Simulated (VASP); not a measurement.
# Al8H in VASP: a series of runs

The runs below take Al8H through single point, with PBEsol.

Everything below comes from runs of VASP 6.6.1. Logs are shortened: lines on timing, memory, paths and dates and some standing lists are left out, and cuts for length are marked.

### Step 1. The cell of the first run

The cell holds a slab with vacuum, 18 atoms: a = 5.728 Å, b = 5.728 Å, c = 21.075 Å, α = 90.00°, β = 90.00°, γ = 90.00°.

### Step 2. Single point, PBEsol

The input, INCAR:

```
SYSTEM = Al8H
PREC = Accurate ; ENCUT = 520
EDIFF = 1E-6 ; ISMEAR = -1
SIGMA = 0.15 ; LREAL = Auto
LASPH = .TRUE. ; NELM = 100
ALGO = Normal ; ISIF = 2
LWAVE = .FALSE. ; LCHARG = .FALSE.
GGA = PS ; NBANDS = 40
```

The input, KPOINTS:

```
regular mesh
0
G
  3 3 1
  0 0 0
```

The input, POSCAR:

```
Al8H
1.0
    5.7275650000      0.0000000000      0.0000000000
    0.0000000000      5.7275650000      0.0000000000
    0.0000000000      0.0000000000     21.0750000000
Al H
16 2
Direct
    0.2500015277      0.2500015277      0.0474495848
    0.7500045831      0.2500015277      0.0474495848
    0.2500015277      0.7500045831      0.0474495848
    0.7500045831      0.7500045831      0.0474495848
   -0.0001047566      0.0000872971      0.1408493476
    0.4998459206     -0.0002618914      0.1404412811
    0.0004714045      0.5000903525      0.1404128114
    0.4999332177      0.5000205148      0.1405836299
    0.2511189310      0.2516427138      0.2357437722
    0.7481538839      0.2518696863      0.2353926453
    0.2509443367      0.7487475044      0.2358956109
    0.7483110187      0.7485554507      0.2355919336
   -0.0015189701      0.0008380525      0.3268659549
    0.5027441854      0.0001222160      0.3298410439
   -0.0002793508      0.4984142476      0.3300498221
    0.4987808955      0.5008411079      0.3310604982
    0.0573367565     -0.0217369860      0.5139644128
    0.1020328883     -0.0687203026      0.4834827995
```

Potentials or basis: VASP PAW PBE potentials, release 64 (Al, H).

Run with:

```console
$ cat potpaw_PBE.64/Al/POTCAR potpaw_PBE.64/H/POTCAR > POTCAR
$ mpirun -np 1 vasp_std > vasp.out
```

OUTCAR:

```text
SYSTEM = Al8H
   PREC = Accurate
   ENCUT = 520
   EDIFF = 1E-6
   ISMEAR = -1
   LREAL = Auto
   LASPH = .TRUE.
   NELM = 100
   ISIF = 2
   GGA = PS

 ion  position               nearest neighbor table
   1  0.250  0.250  0.047-   7 2.82   6 2.82   8 2.82   5 2.82   2 2.86   3 2.86   2 2.86   3 2.86

   2  0.750  0.250  0.047-   7 2.82   6 2.82   8 2.82   5 2.82   1 2.86   4 2.86   4 2.86   1 2.86

   3  0.250  0.750  0.047-   7 2.82   6 2.82   8 2.82   5 2.82   1 2.86   4 2.86   4 2.86   1 2.86
[... 23 lines left out ...]
  15  1.000  0.498  0.330-   9 2.83  10 2.84  11 2.84  12 2.84  13 2.85  16 2.86  16 2.87  13 2.88

  16  0.499  0.501  0.331-  11 2.84   9 2.84  12 2.85  10 2.85  15 2.86  14 2.86  14 2.87  15 2.87

  17  0.057  0.978  0.514-  18 0.74
  18  0.102  0.931  0.483-  17 0.74

  LATTYP: Found a simple tetragonal cell.
 ALAT       =     5.7275650000
 C/A-ratio  =     3.6795741297

  Lattice vectors:

 A1 = (   5.7275650000,   0.0000000000,   0.0000000000)
 A2 = (   0.0000000000,   5.7275650000,   0.0000000000)
 A3 = (   0.0000000000,   0.0000000000,  21.0750000000)

Analysis of symmetry for initial positions (statically):
=====================================================================
 Subroutine PRICEL returns:
 Original cell was already a primitive cell.

 Routine SETGRP: Setting up the symmetry group for a
 simple tetragonal supercell.

 Subroutine GETGRP returns: Found  1 space group operations
 (whereof  1 operations were pure point group operations)
 out of a pool of 16 trial point group operations.

The static configuration has the point symmetry C_1 .

Analysis of symmetry for dynamics (positions and initial velocities):
=====================================================================
 Subroutine PRICEL returns:
 Original cell was already a primitive cell.

 Routine SETGRP: Setting up the symmetry group for a
 simple tetragonal supercell.

 Subroutine GETGRP returns: Found  1 space group operations
 (whereof  1 operations were pure point group operations)
 out of a pool of 16 trial point group operations.

The dynamic configuration has the point symmetry C_1 .

 Subroutine INISYM returns: Found  1 space group operations
 (whereof  1 operations are pure point group operations),
[... 102 lines left out ...]
   ISPIN  =      1    spin polarized calculation?
   LNONCOLLINEAR =      F non collinear calculations
   LSORBIT =      F    spin-orbit coupling
   LASPH  =      T    aspherical Exc in radial PAW
   ENCUT  =  520.0 eV  38.22 Ry    6.18 a.u.  10.65 10.65 39.19*2*pi/ulx,y,z
   NELM   =    100;   NELMIN=  2; NELMDL= -5     # of ELM steps
   EDIFF  = 0.1E-05   stopping-criterion for ELM
   LREAL  =      T    real-space projection
   EDIFFG = 0.1E-04   stopping-criterion for IOM
   NSW    =      0    number of steps for IOM
[... 5 lines left out ...]
   TEBEG  =    0.0;   TEEND  =   0.0 temperature during run
   PSTRESS=    0.0 pullay stress
   NELECT =      50.0000    total number of electrons
   NUPDOWN=      -1.0000    fix difference up-down
   EMIN   =  10.00;   EMAX   =-10.00  energy-range for DOS
   EFERMI =   0.00;   METHOD = LEGACY
   ISMEAR =    -1;   SIGMA  =   0.15  broadening in eV -4-tet -1-fermi 0-gaus
   EFERMI_NEDOS =   21; number of points for ismear=-14 and -15
   IALGO  =     38    algorithm
   IMIX   =      4    mixing-type and parameters
     AMIX     =   0.40;   BMIX     =  1.00
     AMIX_MAG =   1.60;   BMIX_MAG =  1.00
  volume/ion in A,a.u.               =      38.41       259.20
  Fermi-wavevector in a.u.,A,eV,Ry     =   0.682070  1.288925  6.329696  0.465219
  Thomas-Fermi vector in A             =   1.761037
   LORBIT       =      0    0 simple, 1 ext, 2 COOP (PROOUT), +10 PAW based schemes
   GGA     = PS    functional components
   LHFCALC =     F    Hartree Fock is set to
   AEXX    =    0.0000 exact exchange contribution
   IVDW    =     0    specifies the selected vdW correction
   LEPSILON=     F    determine dielectric tensor
   LRPA    =     F    only Hartree local field effects (RPA)
 non-spin polarized calculation
  energy-cutoff  :      520.00
  volume of cell :      691.37
 maximum number of plane-waves:     18651
 NGX is ok and might be reduce to    42
   NGX = 21   NGY = 21   NGZ = 79

 number of electron      50.0000000 magnetization

 Free energy of the ion-electron system (eV)
  ---------------------------------------------------
  ext. energy  EPLUGINS =         0.00000000
  ---------------------------------------------------
  free energy    TOTEN  =       -67.98886531 eV

  energy without entropy =      -67.51441960  energy(sigma->0) =      -67.75164246

 E-fermi :   0.5354     XC(G=0):  -5.0400

 val. band max:        0.4455341387   @ k =   0.3333   0.0000   0.0000
 cond. band min:       0.5553704775   @ k =   0.0000   0.0000   0.0000
 fundamental gap:      0.1098363388
 Fermi energy:         0.5353708298

 k-point     1 :       0.0000    0.0000    0.0000
  band No.  band energies     occupation
      1     -10.2862      2.00000
      2      -8.8554      2.00000
      3      -6.6265      2.00000
      4      -5.8713      2.00000
      5      -5.8660      2.00000
      6      -5.8627      2.00000
[... 189 lines left out ...]
     36       3.4629      0.00000
     37       3.6616      0.00000
 [bands above 37 left out]

------------------------ aborting loop because EDIFF is reached ----------------------------------------

  FORCE on cell =-STRESS in cart. coord.  units (eV):
  Direction    XX          YY          ZZ          XY          YZ          ZX
  --------------------------------------------------------------------------------------
  -------------------------------------------------------------------------------------
  Total       -6.7939453     -6.7916614      1.9649264     -0.0580416      0.1398183     -0.1366164
  in kB      -15.7443592    -15.7390666      4.5535408     -0.1345063      0.3240164     -0.3165962
  external PRESSURE =      -8.9766283 kB  Pullay stress =       0.0000000 kB

 VOLUME and BASIS-vectors are now :
 -----------------------------------------------------------------------------
  energy-cutoff  :      520.00
  volume of cell :      691.37
      direct lattice vectors                 reciprocal lattice vectors
     5.727565000  0.000000000  0.000000000     0.174594265  0.000000000  0.000000000
     0.000000000  5.727565000  0.000000000     0.000000000  0.174594265  0.000000000
     0.000000000  0.000000000 21.075000000     0.000000000  0.000000000  0.047449585

 POSITION                                       TOTAL-FORCE (eV/Angst)
 -----------------------------------------------------------------------------------
      1.43190      1.43190      1.00000        -0.007916     -0.011948     -0.036710
      4.29570      1.43190      1.00000         0.008883     -0.009384     -0.031764
      1.43190      4.29570      1.00000        -0.009389      0.011592     -0.038856
      4.29570      4.29570      1.00000         0.010349      0.008975     -0.034034
      5.72696      0.00050      2.96840         0.005339     -0.003237     -0.140564
      2.86290      5.72606      2.95980        -0.006774      0.002490     -0.133993
[... 10 lines left out ...]
      0.32840      5.60306     10.83180        -0.214132      0.224974      0.556215
      0.58440      5.33397     10.18940         0.215720     -0.226225     -0.554994
 -----------------------------------------------------------------------------------
    total drift:                                0.000334     -0.001612     -0.004375

  FREE ENERGIE OF THE ION-ELECTRON SYSTEM (eV)
  ---------------------------------------------------
  free  energy   TOTEN  =       -67.9888653116 eV

  energy  without entropy=      -67.5144196013  energy(sigma->0) =      -67.75164246
```

OSZICAR:

```text
N       E                     dE             d eps       ncg     rms          rms(c)
DAV:   1     0.145482923684E+03    0.14548E+03   -0.15222E+04   400   0.897E+02
DAV:   2    -0.590868671518E+02   -0.20457E+03   -0.19237E+03   520   0.154E+02
DAV:   3    -0.708181854275E+02   -0.11731E+02   -0.11394E+02   504   0.353E+01
[... 15 lines left out ...]
DAV:  19    -0.679888188542E+02   -0.43741E-04   -0.26362E-06   488   0.377E-03    0.268E-03
DAV:  20    -0.679888545336E+02   -0.35679E-04   -0.21992E-06   432   0.285E-03    0.128E-03
DAV:  21    -0.679888633030E+02   -0.87694E-05   -0.66430E-07   408   0.145E-03    0.461E-04
DAV:  22    -0.679888645918E+02   -0.12887E-05   -0.50173E-08   320   0.681E-04    0.342E-04
DAV:  23    -0.679888653116E+02   -0.71989E-06   -0.44586E-08   320   0.545E-04
   1 F= -.67988865E+02 E0= -.67751642E+02  d E =-.474446E+00
```

stdout:

```text
POSCAR found type information on POSCAR AlH
 POSCAR found :  2 types and      18 ions
 scaLAPACK will be used
 -----------------------------------------------------------------------------
|                                                                             |
|                                                                             |
|     You enforced a specific xc type in the INCAR file but a different       |
|     I HOPE YOU KNOW WHAT YOU ARE DOING!                                     |
|                                                                             |
 -----------------------------------------------------------------------------

 LDA part: xc-table for (Slater+PW92), standard interpolation
 POSCAR, INCAR and KPOINTS ok, starting setup
 FFT: planning ... GRIDC
 FFT: planning ... GRID_SOFT
 FFT: planning ... GRID
 WAVECAR not read
 entering main loop
```

Run time: 8.1 min. Hardware: 1 thread of AMD EPYC 7R13 (Zen 3), shared host; peak memory 0.67 GiB.

What came out:

```yaml
Free_energy: -67.9889 eV
Largest_force: 0.637 eV/Å
Band_gap_on_the_k_mesh: 0.01 eV
```

Forces in eV/Å, atoms in the order of the input:
```
Al  -0.008 -0.012 -0.037
Al   0.009 -0.009 -0.032
Al  -0.009  0.012 -0.039
Al   0.010  0.009 -0.034
Al   0.005 -0.003 -0.141
Al  -0.007  0.002 -0.134
Al  -0.005  0.004 -0.134
Al  -0.005  0.003 -0.185
Al  -0.003 -0.021  0.193
Al   0.012 -0.008  0.206
Al  -0.008  0.016  0.189
Al   0.018  0.003  0.199
Al   0.052 -0.029  0.103
Al  -0.068  0.008 -0.040
Al  -0.010  0.038 -0.049
Al   0.015 -0.010 -0.068
H   -0.214  0.225  0.556
H    0.216 -0.226 -0.555
```

Caveat: the smearing spreads over this small gap; there is no dipole correction, which matters where the two faces differ; the PAW data sets were made with another functional, which shifts forces and pressure a little.

### Step 3. Single point, PBEsol

The input, INCAR:

```
SYSTEM = Al8H
PREC     = Accurate       ! precision mode
ENCUT    = 520            ! plane-wave cutoff, eV
EDIFF    = 1E-7           ! SCF threshold, eV
ISMEAR   = -1             ! smearing method
SIGMA    = 0.15           ! smearing width, eV
LREAL    = Auto         
LASPH    = .TRUE.         ! aspherical terms in the spheres
NELM     = 60             ! most SCF steps
ALGO     = Normal         ! electronic algorithm
ISIF     = 2              ! what is computed and relaxed
LWAVE    = .FALSE.        ! write WAVECAR
LCHARG   = .TRUE.         ! write CHGCAR
GGA      = PS             ! functional
LELF     = .TRUE.         ! ELF
LVHAR    = .TRUE.       
NBANDS   = 40             ! bands
```

KPOINTS is that of step 2.

The input, POSCAR:

```
Al8H
1.0
    5.7275650000      0.0000000000      0.0000000000
    0.0000000000      5.7275650000      0.0000000000
    0.0000000000      0.0000000000     21.0750000000
Al H
16 2
Direct
    0.2500015277      0.2500015277      0.0474495848
    0.7500045831      0.2500015277      0.0474495848
    0.2500015277      0.7500045831      0.0474495848
    0.7500045831      0.7500045831      0.0474495848
   -0.0003491885      0.0002095131      0.1388612100
    0.4997237046      0.0001047566      0.1384863582
   -0.0001920537      0.5001427308      0.1384389087
    0.4997237046      0.5001601902      0.1374994069
    0.2508046613      0.2516427138      0.2347710558
    0.7488173421      0.2511538498      0.2348327402
    0.2511887687      0.7485903696      0.2347425860
    0.7484506941      0.7490966929      0.2347710558
    0.0010824844     -0.0006110799      0.3273262159
    0.4985888419      0.0011523221      0.3273024911
   -0.0018506992      0.5008934861      0.3273499407
    0.4998459206      0.5000728931      0.3284033215
    0.1414388139     -0.1037613715      0.5858837485
    0.0502831482     -0.0112787895      0.5783819692
```

Potentials or basis: VASP PAW PBE potentials, release 64 (Al, H).

Run with:

```console
$ cat potpaw_PBE.64/Al/POTCAR potpaw_PBE.64/H/POTCAR > POTCAR
$ mpirun -np 1 vasp_std > vasp.out
```

Wall time 7.4 min (1 thread of AMD EPYC 7R13 (Zen 3), shared host); peak memory 0.68 GiB.

It converged, with:

- Free energy: -67.9784 eV
- Largest force: 0.206 eV/Å
- Band gap on the k mesh: 0.01 eV

Forces in eV/Å, atoms in the order of the input:
```
Al  -0.028 -0.026 -0.202
Al   0.022 -0.025 -0.201
Al  -0.028  0.029 -0.202
Al   0.023  0.028 -0.201
Al   0.006 -0.004  0.056
Al   0.001  0.003  0.073
Al  -0.004  0.000  0.076
Al   0.009 -0.006  0.146
Al  -0.032 -0.032  0.065
Al   0.025 -0.030  0.065
Al  -0.037  0.036  0.066
Al   0.029  0.034  0.068
Al  -0.037  0.021  0.029
Al   0.035 -0.020  0.066
Al   0.031 -0.020  0.066
Al  -0.015  0.010  0.033
H   -0.044  0.044 -0.014
H    0.042 -0.043  0.011
```

Levels at points of the mesh, in eV from the valence-band top:
```tsv
k point	band 22	band 23	band 24	band 25	band 26	band 27	band 28	band 29
(0.00, 0.00, 0.00)	-1.50	-1.44	-1.40	0.00	0.01	0.01	0.02	0.03
```

Caveat: the smearing spreads over this small gap; there is no dipole correction, which matters where the two faces differ; the PAW data sets were made with another functional, which shifts forces and pressure a little.

The gap in the log of VASP goes by the Fermi energy; the results here count the filled bands.